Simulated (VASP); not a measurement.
# TiCo2 (I4_1/amd) in VASP: notebook

Runs on TiCo2. Level: PBEsol. Tasks: single point.

All numbers are computed with VASP 6.6.1; they aren't measurements. Logs are shortened: lines on timing, memory, paths and dates and some standing lists are left out, and cuts for length are marked.

**1. The cell of the first run**

The structure is tetragonal, space group I4_1/amd (No. 141). The conventional cell has a = 4.633 Å, b = 4.633 Å, c = 6.028 Å, α = 90.00°, β = 90.00°, γ = 90.00°. Within 3.4 Å of Ti (site symmetry -4m2) lie 12 Co at 2.54 to 2.70 Å and 4 Ti at 2.76 Å. Co (site symmetry 2/m) has 6 Co at 2.23 to 2.32 Å and 6 Ti at 2.54 to 2.70 Å within 2.9 Å.

**2. Single point, PBEsol (strain +0.000 along x and y, -0.080 along z)**

INCAR reads:

```
SYSTEM = TiCo2
PREC = Accurate
ENCUT = 520
EDIFF = 1E-6
ISMEAR = 0
SIGMA = 0.15
LREAL = .FALSE.
LASPH = .TRUE.
NELM = 60
ALGO = Fast
ISIF = 2
LWAVE = .FALSE.
LCHARG = .FALSE.
GGA = PS
NBANDS = 39
```

KPOINTS reads:

```
regular mesh
0
G
  12 12 12
  0 0 0
```

POSCAR reads:

```
TiCo2
1.0
    0.0000000000      3.2763183196      3.0142128540
    3.2763183196      0.0000000000      3.0142128540
    3.2763183196      3.2763183196      0.0000000000
Ti Co
2 4
Direct
    0.5000000000      0.5000000000      0.5000000000
    0.7500000000      0.7500000000      0.7500000000
    0.1250000000      0.1250000000      0.1250000000
    0.6250000000      0.1250000000      0.1250000000
    0.1250000000      0.1250000000      0.6250000000
    0.1250000000      0.6250000000      0.1250000000
```

Potentials or basis: VASP PAW PBE potentials, release 64 (Ti_sv, Co).

The run is started by

```
cat potpaw_PBE.64/Ti_sv/POTCAR potpaw_PBE.64/Co/POTCAR > POTCAR
mpirun -np 1 vasp_std > vasp.out
```

OUTCAR:

```text
SYSTEM = TiCo2
   PREC = Accurate
   ENCUT = 520
   EDIFF = 1E-6
   ISMEAR = 0
   LREAL = .FALSE.
   LASPH = .TRUE.
   NELM = 60
   ISIF = 2
   GGA = PS

 ion  position               nearest neighbor table
   1  0.500  0.500  0.500-   6 2.54   4 2.54   3 2.54   5 2.54   5 2.70   5 2.70   3 2.70   4 2.70
                             6 2.70   4 2.70   3 2.70   6 2.70   2 2.76   2 2.76   2 2.76   2 2.76
   2  0.750  0.750  0.750-   5 2.54   3 2.54   4 2.54   6 2.54   4 2.70   6 2.70   3 2.70   6 2.70
                             5 2.70   3 2.70   5 2.70   4 2.70   1 2.76   1 2.76   1 2.76   1 2.76
   3  0.125  0.125  0.125-   4 2.23   6 2.23   6 2.23   4 2.23   5 2.32   5 2.32   1 2.54   2 2.54
                             1 2.70   2 2.70   1 2.70   2 2.70
   4  0.625  0.125  0.125-   3 2.23   5 2.23   3 2.23   5 2.23   6 2.32   6 2.32   2 2.54   1 2.54
                             2 2.70   1 2.70   1 2.70   2 2.70
   5  0.125  0.125  0.625-   4 2.23   6 2.23   6 2.23   4 2.23   3 2.32   3 2.32   1 2.54   2 2.54
                             1 2.70   2 2.70   1 2.70   2 2.70
   6  0.125  0.625  0.125-   3 2.23   5 2.23   3 2.23   5 2.23   4 2.32   4 2.32   1 2.54   2 2.54
                             2 2.70   1 2.70   1 2.70   2 2.70

  LATTYP: Found a body centered tetragonal cell.
 ALAT       =     4.6334138022
 C/A-ratio  =     1.3010764774

  Lattice vectors:

 A1 = (   0.0000000000,  -3.2763183196,  -3.0142128540)
 A2 = (   0.0000000000,   3.2763183196,  -3.0142128540)
 A3 = (   3.2763183196,   0.0000000000,   3.0142128540)

Analysis of symmetry for initial positions (statically):
=====================================================================
 Subroutine PRICEL returns:
 Original cell was already a primitive cell.

 Routine SETGRP: Setting up the symmetry group for a
 body centered tetragonal supercell.

 Subroutine GETGRP returns: Found 16 space group operations
 (whereof  8 operations were pure point group operations)
 out of a pool of 16 trial point group operations.

The static configuration has the point symmetry D_2d.
 The point group associated with its full space group is D_4h.

Analysis of symmetry for dynamics (positions and initial velocities):
=====================================================================
 Subroutine PRICEL returns:
 Original cell was already a primitive cell.

 Routine SETGRP: Setting up the symmetry group for a
 body centered tetragonal supercell.

 Subroutine GETGRP returns: Found 16 space group operations
 (whereof  8 operations were pure point group operations)
 out of a pool of 16 trial point group operations.

The dynamic configuration has the point symmetry D_2d.
 The point group associated with its full space group is D_4h.

 Subroutine INISYM returns: Found 16 space group operations
 (whereof  8 operations are pure point group operations),
 and found     1 'primitive' translations

----------------------------------------------------------------------------------------

                                     Primitive cell

  volume of cell :      64.7107

  direct lattice vectors                    reciprocal lattice vectors
     0.000000000  3.276318320  3.014212854    -0.152610324  0.152610324  0.165880787
     3.276318320  0.000000000  3.014212854     0.152610324 -0.152610324  0.165880787
     3.276318320  3.276318320  0.000000000     0.152610324  0.152610324 -0.165880787

  length of vectors
     4.451936754  4.451936754  4.633413802     0.272206277  0.272206277  0.272206277

  position of ions in fractional coordinates (direct lattice)
     0.500000000  0.500000000  0.500000000
     0.750000000  0.750000000  0.750000000
     0.125000000  0.125000000  0.125000000
     0.625000000  0.125000000  0.125000000
     0.125000000  0.125000000  0.625000000
     0.125000000  0.625000000  0.125000000

  ion indices of the primitive-cell ions
   primitive index   ion index
                 1           1
                 2           2
                 3           3
                 4           4
                 5           5
                 6           6

----------------------------------------------------------------------------------------

 KPOINTS: regular mesh

Automatic generation of k-mesh.
 Grid dimensions read from file:
 generate k-points for:   12   12   12

 Generating k-lattice:

  Cartesian coordinates                     Fractional coordinates (reciprocal lattice)
    -0.012717527  0.012717527  0.013823399     0.083333333  0.000000000  0.000000000
     0.012717527 -0.012717527  0.013823399     0.000000000  0.083333333  0.000000000
     0.012717527  0.012717527 -0.013823399    -0.000000000 -0.000000000  0.083333333

  Length of vectors
     0.022683856  0.022683856  0.022683856

  Shift w.r.t. Gamma in fractional coordinates (k-lattice)
     0.000000000  0.000000000  0.000000000

 Subroutine IBZKPT returns following result:
 ===========================================

 Found    163 irreducible k-points:

 Following reciprocal coordinates:
            Coordinates               Weight
  0.000000  0.000000  0.000000      1.000000
  0.083333  0.000000  0.000000      8.000000
  0.166667  0.000000  0.000000      8.000000
  0.250000 -0.000000  0.000000      8.000000
  0.333333  0.000000  0.000000      8.000000
  0.416667  0.000000  0.000000      8.000000
[... 16 lines left out ...]
  0.500000  0.166667  0.000000      8.000000
 -0.416667  0.166667  0.000000      8.000000
 [... further k-points ...]
   k-points           NKPTS =    163   k-points in BZ     NKDIM =    163   number of bands    NBANDS=     39
   number of dos      NEDOS =    301   number of ions     NIONS =      6
   total plane-waves  NPLWV =  46656
   dimension x,y,z NGX =    36 NGY =   36 NGZ =   36
   dimension x,y,z NGXF=    72 NGYF=   72 NGZF=   72
   ions per type =               2   4
   NGX,Y,Z   is equivalent  to a cutoff of  13.44, 13.44, 12.92 a.u.
   NGXF,Y,Z  is equivalent  to a cutoff of  26.89, 26.89, 25.83 a.u.
 SYSTEM =  TiCo2
   PREC   = accura    normal or accurate (medium, high low for compatibility)
   ISTART =      0    job   : 0-new  1-cont  2-samecut
   ICHARG =      2    charge: 1-file 2-atom 10-const
   ISPIN  =      1    spin polarized calculation?
   LNONCOLLINEAR =      F non collinear calculations
   LSORBIT =      F    spin-orbit coupling
   LASPH  =      T    aspherical Exc in radial PAW
   ENCUT  =  520.0 eV  38.22 Ry    6.18 a.u.   8.28  8.28  8.62*2*pi/ulx,y,z
   NELM   =     60;   NELMIN=  2; NELMDL= -5     # of ELM steps
   EDIFF  = 0.1E-05   stopping-criterion for ELM
   LREAL  =      F    real-space projection
   EDIFFG = 0.1E-04   stopping-criterion for IOM
   NSW    =      0    number of steps for IOM
   IBRION =     -1    ionic relax: 0-MD 1-quasi-New 2-CG
   NFREE  =      0    steps in history (QN), initial steepest desc. (CG)
   ISIF   =      2    stress and relaxation
   ISYM   =      2    0-nonsym 1-usesym 2-fastsym
   POTIM  = 0.5000    time-step for ionic-motion
   TEBEG  =    0.0;   TEEND  =   0.0 temperature during run
   PSTRESS=    0.0 pullay stress
   NELECT =      60.0000    total number of electrons
   NUPDOWN=      -1.0000    fix difference up-down
   EMIN   =  10.00;   EMAX   =-10.00  energy-range for DOS
   EFERMI =   0.00;   METHOD = LEGACY
   ISMEAR =     0;   SIGMA  =   0.15  broadening in eV -4-tet -1-fermi 0-gaus
   EFERMI_NEDOS =   21; number of points for ismear=-14 and -15
   IALGO  =     68    algorithm
   IMIX   =      4    mixing-type and parameters
     AMIX     =   0.40;   BMIX     =  1.00
     AMIX_MAG =   1.60;   BMIX_MAG =  1.00
  volume/ion in A,a.u.               =      10.79        72.78
  Fermi-wavevector in a.u.,A,eV,Ry     =   1.596369  3.016700 34.672994  2.548393
  Thomas-Fermi vector in A             =   2.694142
   LORBIT       =      0    0 simple, 1 ext, 2 COOP (PROOUT), +10 PAW based schemes
   GGA     = PS    functional components
   LHFCALC =     F    Hartree Fock is set to
   AEXX    =    0.0000 exact exchange contribution
   IVDW    =     0    specifies the selected vdW correction
   LEPSILON=     F    determine dielectric tensor
   LRPA    =     F    only Hartree local field effects (RPA)
 non-spin polarized calculation
 RMM-DIIS sequential band-by-band and
 Gauss-broadening in eV      SIGMA  =   0.15
  energy-cutoff  :      520.00
  volume of cell :       64.71
 maximum number of plane-waves:      1771
 NGX is ok and might be reduce to    36
   NGX = 17   NGY = 17   NGZ = 17

 number of electron      60.0000004 magnetization

 Free energy of the ion-electron system (eV)
  ---------------------------------------------------
  ext. energy  EPLUGINS =         0.00000000
  ---------------------------------------------------
  free energy    TOTEN  =       -49.21050518 eV

  energy without entropy =      -49.12236236  energy(sigma->0) =      -49.16643377

 E-fermi :  11.8757     XC(G=0): -13.8017

 val. band max:       11.8751187898   @ k =  -0.1667   0.0833   0.2500
 cond. band min:      11.8765360462   @ k =  -0.2500   0.0000   0.0833
 fundamental gap:      0.0014172564
 Fermi energy:        11.8756891772

 k-point     1 :       0.0000    0.0000    0.0000
  band No.  band energies     occupation
      1     -44.8404      2.00000
      2     -44.6894      2.00000
      3     -21.3140      2.00000
      4     -21.3140      2.00000
      5     -21.2860      2.00000
      6     -21.0309      2.00000
[... 31 lines left out ...]
     38      13.5753      0.00000
     39      14.8205      0.00000

 k-point     2 :       0.0833    0.0000    0.0000
  band No.  band energies     occupation
      1     -44.8384      2.00000
      2     -44.6914      2.00000
      3     -21.3162      2.00000
      4     -21.3138      2.00000
      5     -21.2874      2.00000
      6     -21.0296      2.00000
[... 913 lines left out ...]
     38      13.9834      0.00000
     39      14.6618      0.00000

 k-point    24 :      -0.4167    0.1667    0.0000
  band No.  band energies     occupation
      1     -44.7958      2.00000
      2     -44.7335      2.00000
      3     -21.3596      2.00000
      4     -21.3519      2.00000
      5     -21.2581      2.00000
      6     -21.0596      2.00000
[... 31 lines left out ...]
     38      13.8467      0.00000
     39      14.6243      0.00000

 [... further k-points ...]

------------------------ aborting loop because EDIFF is reached ----------------------------------------

  FORCE on cell =-STRESS in cart. coord.  units (eV):
  Direction    XX          YY          ZZ          XY          YZ          ZX
  --------------------------------------------------------------------------------------
  -------------------------------------------------------------------------------------
  Total        6.8949212      6.8949212     14.0476184      0.0000000      0.0000000     -0.0000000
  in kB      170.7118996    170.7118996    347.8060967      0.0000000      0.0000000     -0.0000000
  external PRESSURE =     229.7432987 kB  Pullay stress =       0.0000000 kB

 VOLUME and BASIS-vectors are now :
 -----------------------------------------------------------------------------
  energy-cutoff  :      520.00
  volume of cell :       64.71
      direct lattice vectors                 reciprocal lattice vectors
     0.000000000  3.276318320  3.014212854    -0.152610324  0.152610324  0.165880787
     3.276318320  0.000000000  3.014212854     0.152610324 -0.152610324  0.165880787
     3.276318320  3.276318320  0.000000000     0.152610324  0.152610324 -0.165880787

 POSITION                                       TOTAL-FORCE (eV/Angst)
 -----------------------------------------------------------------------------------
      3.27632      3.27632      3.01421         0.000000      0.000000     -0.000000
      4.91448      4.91448      4.52132        -0.000000     -0.000000      0.000000
      0.81908      0.81908      0.75355        -0.000000      0.000000      0.000000
      0.81908      2.45724      2.26066        -0.000000      0.000000      0.000000
      2.45724      2.45724      0.75355         0.000000      0.000000      0.000000
      2.45724      0.81908      2.26066        -0.000000      0.000000      0.000000
 -----------------------------------------------------------------------------------
    total drift:                                0.000000      0.000000      0.000000

  FREE ENERGIE OF THE ION-ELECTRON SYSTEM (eV)
  ---------------------------------------------------
  free  energy   TOTEN  =       -49.2105051760 eV

  energy  without entropy=      -49.1223623561  energy(sigma->0) =      -49.16643377
```

Wall time 12 min (1 thread of AMD EPYC 9R45 (Zen 5), shared host); peak memory 0.42 GiB.

Results:

```
Free energy            : -49.2105 eV
Pressure               : 23.0 GPa
Band gap on the k mesh : zero (bands 30 and 31 overlap by 0.72 eV)
```

Levels at points of the mesh, in eV from the Fermi level:
```
           k point  band 27  band 28  band 29  band 30  band 31  band 32  band 33  band 34
(0.00, 0.00, 0.00)    -0.77    -0.64    -0.60    -0.49    -0.49     0.85     0.85     1.05
(0.50, 0.00, 0.00)    -0.61    -0.48    -0.35     0.04     0.11     0.56     0.64     0.91
(0.50, 0.50, 0.00)    -0.88    -0.88    -0.79    -0.79     0.08     0.08     1.11     1.11
(0.50, 0.00, 0.50)    -0.58    -0.58    -0.56    -0.56    -0.02    -0.02     0.92     0.92
```

Caveat: the cell differs from its parent crystal (strain +0.000 along x and y, -0.080 along z); the stress differs along the axes, from 17 to 35 GPa; the PAW data sets were made with another functional, which shifts forces and pressure a little; the run has no spin polarisation, though such a crystal can be magnetic. Spin polarisation is off, so any magnetic state and its effect on volume and gap are missing.

**3. Single point, PBEsol (strain +0.000 along x and y, -0.040 along z)**

INCAR reads:

```
ALGO = Fast
EDIFF = 1E-6
ENCUT = 520
GGA = PS
ISIF = 2
ISMEAR = 0
LASPH = T
LCHARG = F
LREAL = F
LWAVE = F
NBANDS = 39
NELM = 60
PREC = Accurate
SIGMA = 0.15
```

KPOINTS reads:

```
k-points
0
Gamma
  12 12 12
```

POSCAR: that of step 2 with these lines changed.

```diff
@@ -2,4 +2,4 @@
 1.0
-    0.0000000000      3.2763183196      3.0142128540
-    3.2763183196      0.0000000000      3.0142128540
+    0.0000000000      3.2763183196      3.1452655868
+    3.2763183196      0.0000000000      3.1452655868
     3.2763183196      3.2763183196      0.0000000000
```

Potentials or basis: VASP PAW PBE potentials, release 64 (Ti_sv, Co).

The run is started by

```
cat potpaw_PBE.64/Ti_sv/POTCAR potpaw_PBE.64/Co/POTCAR > POTCAR
mpirun -np 1 vasp_std > vasp.out
```

Wall time 12 min (1 thread of AMD EPYC 9R45 (Zen 5), shared host); peak memory 0.44 GiB.

Results (log left out):

* Free energy: -49.6459 eV
* Pressure: 9.7 GPa
* Band gap on the k mesh: zero (bands 30 and 31 overlap by 0.78 eV)

Stress tensor (GPa, compression positive):
```
 6.95  0.00  0.00
 0.00  6.95  0.00
 0.00  0.00 15.30
```

Levels at points of the mesh, in eV from the Fermi level:
```
           k point  band 27  band 28  band 29  band 30  band 31  band 32  band 33  band 34
(0.00, 0.00, 0.00)    -0.69    -0.68    -0.64    -0.53    -0.53     0.86     0.86     0.98
(0.50, 0.00, 0.00)    -0.65    -0.44    -0.36     0.10     0.14     0.58     0.60     0.90
(0.50, 0.50, 0.00)    -0.72    -0.72    -0.65    -0.65     0.02     0.02     1.02     1.02
(0.50, 0.00, 0.50)    -0.57    -0.57    -0.54    -0.54    -0.04    -0.04     0.94     0.94
```

Caveat: the cell differs from its parent crystal (strain +0.000 along x and y, -0.040 along z); the stress differs along the axes, from 7 to 15 GPa; the PAW data sets were made with another functional, which shifts forces and pressure a little; the run has no spin polarisation, though such a crystal can be magnetic. Spin polarisation is off, so any magnetic state and its effect on volume and gap are missing.
